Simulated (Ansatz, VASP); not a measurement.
One calculation of AlN, two programs

The input INCAR:

```
  ALGO = Normal
  EDIFF = 1E-6
  ENCUT = 520
  GGA = PE
  ISIF = 2
  ISMEAR = 0
  LASPH = T
  LCHARG = F
  LREAL = F
  LWAVE = F
  NBANDS = 26
  NELM = 60
  PREC = Accurate
  SIGMA = 0.05
```

File KPOINTS:

```
k-points
0
Gamma
  6 6 6
```

The input POSCAR:

```
AlN
1.0
    4.4031742088      0.0000000000      0.0000000000
    0.0000000000     -4.4031742088      0.0000000000
    0.0000000000      0.0000000000     -4.4031742088
Al N
4 4
Direct
    0.0000000000      0.0000000000      0.0000000000
    0.5000000000      0.5000000000      0.0000000000
    0.5000000000      0.0000000000      0.5000000000
    0.0000000000      0.5000000000      0.5000000000
    0.7018229295      0.7018229295      0.7500000000
    0.2500000000      0.2500000000      0.7500000000
    0.2500000000      0.7500000000      0.2500000000
    0.7500000000      0.2500000000      0.2500000000
```

Input for Ansatz:

```yaml
crystal:
  lattice:
    - [4.4031742011, 0.0, 0.0]
    - [0.0, -4.4031742011, 0.0]
    - [0.0, 0.0, -4.4031742011]
  atoms:
    - { symbol: Al, position: [0.5, 0.5, 1.0] }
    - { symbol: Al, position: [0.0, 0.0, 1.0] }
    - { symbol: Al, position: [0.0, 0.5, 0.5] }
    - { symbol: Al, position: [0.5, 0.0, 0.5] }
    - { symbol: "N", position: [0.7018229294, 0.7018229294, 0.75] }
    - { symbol: "N", position: [0.25, 0.25, 0.75] }
    - { symbol: "N", position: [0.25, 0.75, 0.25] }
    - { symbol: "N", position: [0.75, 0.25, 0.25] }
basis:
  ecutwfc: 420
kpoints:
  mp_grid: { grid: [6, 6, 6] }
hamiltonian:
  xc: pbe
scf:
  occupations: { method: gaussian, width: 0.05 }
output:
  forces: true
  stress: true
  eigenvalues: true
  write_density: true
  write_potential: true
  elf: true
  volumetric_format: npy
```

Alike in both runs: task single point; functional PBE; k mesh 6 × 6 × 6; occupations gaussian, width 0.05 eV; no spin polarisation.

```csv
,VASP,Ansatz
version,VASP 6.6.1,Ansatz 0.2.0
potentials or method,"VASP PAW PBE potentials, release 64 (Al, N), cutoff 520 eV","scalar-relativistic, plane waves, PAW"
valence electrons in the cell,32,32
```

|  | VASP | Ansatz | Ansatz less VASP |
| --- | --- | --- | --- |
| gap on the k mesh at the Fermi level (eV) | 3.03 | 3.04 | +0.008 |
| least direct gap on the mesh (eV) | 3.03 | 3.04 | +0.008 |
| pressure (GPa) | 2.9 | 3.1 | +0.21 |
| traceless stress, the component that is largest in VASP (GPa) | -4.19 | -4.15 | +0.040 |
| rms of the force components (eV/Å) | 1.675 | 1.663 | -0.0114 |
